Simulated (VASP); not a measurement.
Set up this calculation in VASP 6.6.1, as the native input.

```yaml
Task: single point
Functional: PBE
Potentials_or_basis: VASP PAW PBE potentials, release 64 (Ag)
Cutoff: 520 eV
k_mesh: 16 × 16 × 9
Occupations: fermi-dirac, width 0.08 eV
Spin: no spin polarisation
Dipole_correction: no
Further_INCAR_settings: ALGO = Normal; EDIFF = 1e-06; NBANDS = 18
```

The structure of Ag lies in POSCAR:

```
Ag
1.0
    2.7491827277      0.0000000000      0.0000000000
   -1.3745913639      2.3808620818      0.0000000000
    0.0000000000      0.0000000000      4.4929291169
Ag
2
Direct
    0.3333333333      0.6666666667      0.2500000000
    0.6666666667      0.3333333333      0.7500000000
```

One way to write it, as run:

INCAR

```
SYSTEM = Ag
ALGO = Normal
EDIFF = 1E-6
ENCUT = 520
GGA = PE
ISIF = 2
ISMEAR = -1
LASPH = .TRUE.
LCHARG = .TRUE.
LELF = .TRUE.
LREAL = .FALSE.
LVHAR = .TRUE.
LWAVE = .FALSE.
NBANDS = 18
NELM = 100
PREC = Accurate
SIGMA = 0.08
```

KPOINTS

```
k-points
0
G
  16 16 9
  0 0 0
```

Potentials or basis: VASP PAW PBE potentials, release 64 (Ag).

Command:

```console
$ cat potpaw_PBE.64/Ag/POTCAR > POTCAR
$ mpirun -np 1 vasp_std > vasp.out
```

Results of the run:

The pressure is 30.6 GPa and the band gap on the k mesh is zero (band 11 reaches 14.49 eV, above the bottom of band 12 at 7.14 eV).

Wall time 62 s on 1 thread of AMD EPYC 9R45 (Zen 5), with other jobs on the host, peak memory 0.15 GiB.
